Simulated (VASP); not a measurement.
# SnO2 (P4_2/mnm) in VASP: single point with HSE06

Aim: the single point of SnO2 with HSE06.

Everything below comes from runs of VASP 6.6.1. Logs are shortened: lines on timing, memory, paths and dates and some standing lists are left out, and cuts for length are marked.

**1. The cell of the first run**

It takes space group P4_2/mnm (No. 136, tetragonal). Conventional cell: a = 4.827 Å, b = 4.827 Å, c = 3.238 Å, α = 90.00°, β = 90.00°, γ = 90.00°. Within 2.8 Å of Sn (site symmetry mmm) lie 6 O at 2.09 Å. O (site symmetry m2m) has 3 Sn at 2.09 Å and 1 O at 2.64 Å within 2.8 Å.

**2. Single point, HSE06**

Contents of POSCAR:

```
SnO2
1.0
    4.8274600320      4.8274600320      0.0000000000
   -4.8274600320      4.8274600320      0.0000000000
    0.0000000000      0.0000000000      6.4759066843
Sn O
8 16
Direct
    0.0000000000      0.5000000000      0.2500000000
    0.5000000000      0.0000000000      0.2500000000
    0.0000000000      0.0000000000      0.0000000000
    0.5000000000      0.5000000000      0.0000000000
    0.0000000000      0.5000000000      0.7500000000
    0.5000000000      0.0000000000      0.7500000000
    0.0000000000      0.0000000000      0.5000000000
    0.5000000000      0.5000000000      0.5000000000
    0.0000000000      0.8065971048      0.2500000000
    0.5000000000      0.3065971048      0.2500000000
    0.0000000000      0.1934028952      0.2500000000
    0.5000000000      0.6934028952      0.2500000000
    0.3065971048      0.0000000000      0.0000000000
    0.8065971048      0.5000000000      0.0000000000
    0.1934028952      0.5000000000      0.0000000000
    0.6934028952      0.0000000000      0.0000000000
    0.0000000000      0.8065971048      0.7500000000
    0.5000000000      0.3065971048      0.7500000000
    0.0000000000      0.1934028952      0.7500000000
    0.5000000000      0.6934028952      0.7500000000
    0.3065971048      0.0000000000      0.5000000000
    0.8065971048      0.5000000000      0.5000000000
    0.1934028952      0.5000000000      0.5000000000
    0.6934028952      0.0000000000      0.5000000000
```

Contents of INCAR.step1:

```
SYSTEM = SnO2
PREC = Accurate
ENCUT = 520
EDIFF = 1E-5
ISMEAR = 0
SIGMA = 0.01
LREAL = Auto
LASPH = .TRUE.
NELM = 120
ALGO = Normal
ISIF = 2
LWAVE = .TRUE.
NBANDS = 122
GGA = PE
GGA_COMPAT = .FALSE.
ISYM = -1
```

Contents of INCAR.step2:

```
SYSTEM = SnO2
PREC = Accurate
ENCUT = 520
EDIFF = 1E-6
ISMEAR = 0
SIGMA = 0.01
LREAL = Auto
LASPH = .TRUE.
NELM = 120
ALGO = Normal
ISIF = 2
LWAVE = .FALSE.
LCHARG = .TRUE.
GGA = PE
LHFCALC = .TRUE.
HFSCREEN = 0.2079
PRECFOCK = Fast
LELF = .TRUE.
LVHAR = .TRUE.
NBANDS = 122
ISTART = 1
GGA_COMPAT = .FALSE.
ISYM = -1
```

Contents of KPOINTS:

```
explicit points
1
Reciprocal
  0.25000000   0.25000000   0.25000000 1
```

Potentials or basis: VASP PAW PBE potentials, release 64 (Sn_d, O).

On the command line:

```console
$ cat potpaw_PBE.64/Sn_d/POTCAR potpaw_PBE.64/O/POTCAR > POTCAR
$ cp INCAR.step1 INCAR
$ mpirun -np 1 vasp_std > vasp.out
$ cp INCAR.step2 INCAR
$ mpirun -np 1 vasp_std > vasp.out
```

OUTCAR:

```text
SYSTEM = SnO2
   PREC = Accurate
   ENCUT = 520
   EDIFF = 1E-6
   ISMEAR = 0
   LREAL = Auto
   LASPH = .TRUE.
   NELM = 120
   ISIF = 2
   GGA = PE
   LHFCALC = .TRUE.
   HFSCREEN = 0.2079
   PRECFOCK = Fast
   ISTART = 1
   ISYM = -1

 ion  position               nearest neighbor table
   1  0.000  0.500  0.250-  14 2.09  15 2.09  22 2.09  23 2.09   9 2.09  11 2.09   5 3.24   5 3.24

   2  0.500  0.000  0.250-  13 2.09  16 2.09  21 2.09  24 2.09  10 2.09  12 2.09   6 3.24   6 3.24

   3  0.000  0.000  0.000-   9 2.09  11 2.09  17 2.09  19 2.09  13 2.09  16 2.09   7 3.24   7 3.24
[... 13 lines left out ...]
  11  0.000  0.193  0.250-   3 2.09   7 2.09   1 2.09
  12  0.500  0.693  0.250-   4 2.09   8 2.09   2 2.09
  13  0.307  0.000  0.000-   2 2.09   6 2.09   3 2.09
  14  0.807  0.500  0.000-   1 2.09   5 2.09   4 2.09
[... 8 lines left out ...]
  23  0.193  0.500  0.500-   1 2.09   5 2.09   8 2.09
  24  0.693  0.000  0.500-   2 2.09   6 2.09   7 2.09

IMPORTANT INFORMATION: All symmetrisations will be switched off!
NOSYMM: (Re-)initialisation of all symmetry stuff for point group C_1.

----------------------------------------------------------------------------------------

                                     Primitive cell

  volume of cell :     301.8339

  direct lattice vectors                    reciprocal lattice vectors
     4.827460032  4.827460032  0.000000000     0.103574136  0.103574136  0.000000000
    -4.827460032  4.827460032  0.000000000    -0.103574136  0.103574136  0.000000000
     0.000000000  0.000000000  6.475906684     0.000000000  0.000000000  0.154418531

  length of vectors
     6.827059449  6.827059449  6.475906684     0.146475947  0.146475947  0.154418531

  position of ions in fractional coordinates (direct lattice)
     0.000000000  0.500000000  0.250000000
     0.500000000  0.000000000  0.250000000
     0.000000000  0.000000000  0.000000000
     0.500000000  0.500000000  0.000000000
     0.000000000  0.500000000  0.750000000
     0.500000000  0.000000000  0.750000000
[... 16 lines left out ...]
     0.193402895  0.500000000  0.500000000
     0.693402895  0.000000000  0.500000000

  ion indices of the primitive-cell ions
   primitive index   ion index
                 1           1
                 2           2
                 3           3
                 4           4
                 5           5
                 6           6
[... 16 lines left out ...]
                23          23
                24          24

----------------------------------------------------------------------------------------

 KPOINTS: explicit points
[... 41 lines left out ...]
   ISMEAR =     0;   SIGMA  =   0.01  broadening in eV -4-tet -1-fermi 0-gaus
   EFERMI_NEDOS =   21; number of points for ismear=-14 and -15
   IALGO  =     38    algorithm
   IMIX   =      1    mixing-type and parameters
     AMIX     =   0.40;   BMIX     =  1.00
     AMIX_MAG =   1.60;   BMIX_MAG =  1.00
  volume/ion in A,a.u.               =      12.58        84.87
  Fermi-wavevector in a.u.,A,eV,Ry     =   1.446017  2.732575 28.449294  2.090964
  Thomas-Fermi vector in A             =   2.564133
   LORBIT       =      0    0 simple, 1 ext, 2 COOP (PROOUT), +10 PAW based schemes
   GGA     = PE    functional components
   LHFCALC =     T    Hartree Fock is set to
   PRECFOCK=fast      Normal, Fast or Accurate (Low or Medium for compatibility)
   ENCUT4O =  -1.0   cutoff for four orbital integrals eV
   NKREDX  =     1    reduce k-point grid by
   NKREDY  =     1    reduce k-point grid by
   NKREDZ  =     1    reduce k-point grid by
   AEXX    =    0.2500 exact exchange contribution
   HFSCREEN=    0.2079 screening length (either q_TF or 0.3 A-1)
   HFSCREENC=   0.2079 screening length for correlation (either q_TF or 0.3 A-1)
   ENCUTFOCK=  -1.0 apply spherical cutoff to Coloumb kernel
   IVDW    =     0    specifies the selected vdW correction
   LEPSILON=     F    determine dielectric tensor
   LRPA    =     F    only Hartree local field effects (RPA)
 non-spin polarized calculation
 Gauss-broadening in eV      SIGMA  =   0.01
  energy-cutoff  :      520.00
  volume of cell :      301.83
 maximum number of plane-waves:      8114
 NGX is ok and might be reduce to    50
  NGX = 28; NGY = 28; NGZ = 28

 number of electron     208.0000092 magnetization

 Free energy of the ion-electron system (eV)
  ---------------------------------------------------
  ext. energy  EPLUGINS =         0.00000000
  ---------------------------------------------------
  free energy    TOTEN  =      -190.76029534 eV

  energy without entropy =     -190.76029534  energy(sigma->0) =     -190.76029534

 E-fermi :   3.9663     XC(G=0):  -9.0076

 val. band max:        3.8498253595   @ k =   0.2500   0.2500   0.2500
 cond. band min:       8.5888523028   @ k =   0.2500   0.2500   0.2500
 fundamental gap:      4.7390269433
 Fermi energy:         3.9662823227

 k-point     1 :       0.2500    0.2500    0.2500
  band No.  band energies     occupation
      1     -18.0629      2.00000
      2     -18.0256      2.00000
      3     -18.0096      2.00000
      4     -18.0096      2.00000
      5     -17.9885      2.00000
      6     -17.8617      2.00000
[... 108 lines left out ...]
    115      13.6574      0.00000
    116      13.6574      0.00000
 [bands above 116 left out]

------------------------ aborting loop because EDIFF is reached ----------------------------------------

  FORCE on cell =-STRESS in cart. coord.  units (eV):
  Direction    XX          YY          ZZ          XY          YZ          ZX
  --------------------------------------------------------------------------------------
  -------------------------------------------------------------------------------------
  Total      -15.1444819    -15.1901738    -20.5895767     -0.0000878     -0.9856635     -0.0000062
  in kB      -80.3890785    -80.6316177   -109.2924219     -0.0004662     -5.2320431     -0.0000329
  external PRESSURE =     -90.1043727 kB  Pullay stress =       0.0000000 kB

 VOLUME and BASIS-vectors are now :
 -----------------------------------------------------------------------------
  energy-cutoff  :      520.00
  volume of cell :      301.83
      direct lattice vectors                 reciprocal lattice vectors
     4.827460032  4.827460032  0.000000000     0.103574136  0.103574136  0.000000000
    -4.827460032  4.827460032  0.000000000    -0.103574136  0.103574136  0.000000000
     0.000000000  0.000000000  6.475906684     0.000000000  0.000000000  0.154418531

 POSITION                                       TOTAL-FORCE (eV/Angst)
 -----------------------------------------------------------------------------------
     -2.41373      2.41373      1.61898         0.000006      0.000003      0.000003
      2.41373      2.41373      1.61898        -0.000006      0.000001     -0.000004
      0.00000      0.00000      0.00000         0.000002      0.000006      0.000001
      0.00000      4.82746      0.00000        -0.000002     -0.000006     -0.000002
     -2.41373      2.41373      4.85693         0.000007      0.000003     -0.000004
      2.41373      2.41373      4.85693        -0.000007     -0.000003     -0.000001
[... 16 lines left out ...]
     -1.48009      3.34737      3.23795        -0.062615     -0.080224     -0.010695
      3.34737      3.34737      3.23795        -0.062601     -0.080221     -0.010698
 -----------------------------------------------------------------------------------
    total drift:                               -0.000000      0.000006      0.000007

  FREE ENERGIE OF THE ION-ELECTRON SYSTEM (eV)
  ---------------------------------------------------
  free  energy   TOTEN  =      -190.7602953372 eV

  energy  without entropy=     -190.7602953372  energy(sigma->0) =     -190.76029534
```

Run time: 4.8 min. Hardware: 1 thread of Intel Xeon Platinum 8488C (Sapphire Rapids), shared host; peak memory 0.51 GiB.

What came out:

```yaml
Free_energy: -190.7603 eV
Pressure: -9.0 GPa
Largest_force: 0.102 eV/Å
```

Forces in eV/Å, atoms in the order of the input:
```
Sn   0.000  0.000  0.000
Sn   0.000  0.000  0.000
Sn   0.000  0.000  0.000
Sn   0.000  0.000  0.000
Sn   0.000  0.000  0.000
Sn   0.000  0.000  0.000
Sn   0.000  0.000  0.000
Sn   0.000  0.000  0.000
O   -0.063  0.080  0.011
O   -0.063  0.080  0.011
O    0.063 -0.080 -0.011
O    0.063 -0.080 -0.011
O    0.063  0.080  0.011
O    0.063  0.080  0.011
O   -0.063 -0.080 -0.011
O   -0.063 -0.080 -0.011
O   -0.063  0.080  0.011
O   -0.063  0.080  0.011
O    0.063 -0.080 -0.011
O    0.063 -0.080 -0.011
O    0.063  0.080  0.011
O    0.063  0.080  0.011
O   -0.063 -0.080 -0.011
O   -0.063 -0.080 -0.011
```

Stress tensor (GPa, compression positive):
```
 -8.04   0.00   0.00
  0.00  -8.06  -0.52
  0.00  -0.52 -10.93
```

Caveat: the cell stands under tension; the PAW data sets were made with another functional, which shifts forces and pressure a little; spin-orbit coupling is left out, which moves the levels of the heavy elements.
